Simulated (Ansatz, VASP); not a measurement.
One calculation of Ca, two programs

INCAR

```
SYSTEM = Ca
PREC = Accurate
ENCUT = 520
EDIFF = 1E-6
ISMEAR = 0
SIGMA = 0.1
LREAL = .False.
LASPH = .True.
NELM = 100
ALGO = Fast
ISIF = 2
LWAVE = .False.
LCHARG = .False.
GGA = PS
NBANDS = 11
```

The input KPOINTS:

```
regular mesh
0
Gamma
  12 12 12
  0 0 0
```

File POSCAR:

```
Ca
1.0
   -0.0373863960      2.8064385960      2.8083945360
    2.7710081400      0.0000000000      2.7710081400
    2.7895057440      2.7875498040     -0.0184976040
Ca
1
Direct
    0.0000000000      0.0000000000      0.0000000000
```

Input for Ansatz:

```yaml
crystal:
  lattice:
    - [-0.037386396, 2.806438596, 2.808394536]
    - [2.77100814, 0.0, 2.77100814]
    - [2.789505744, 2.787549804, -0.018497604]
  atoms:
    - { symbol: Ca, position: [0.0, 0.0, 0.0] }
basis:
  ecutwfc: 420
kpoints:
  mp_grid: { grid: [12, 12, 12] }
hamiltonian:
  xc: pbesol
scf:
  occupations: { method: gaussian, width: 0.1 }
output:
  forces: true
  stress: true
  eigenvalues: true
  populations: true
```

Alike in both runs: task single point; functional PBEsol; k mesh 12 × 12 × 12; occupations gaussian, width 0.1 eV; no spin polarisation.

|  | VASP | Ansatz |
| --- | --- | --- |
| version | VASP 6.6.1 | Ansatz 0.2.0 |
| potentials or method | VASP PAW PBE potentials, release 64 (Ca_sv), cutoff 520 eV | scalar-relativistic, plane waves, PAW |
| valence electrons in the cell | 10 | 10 |

```tsv
	VASP	Ansatz	Ansatz less VASP
gap on the k mesh at the Fermi level (eV)	none	none	-
pressure (GPa)	-1.2	-1.2	-0.02
traceless stress, the component that is largest in VASP (GPa)	0.24	0.24	+0.001
```

VASP's potentials were made for PBE, not for PBEsol. A gap of «none» marks a metal or a gap that the smearing closes.
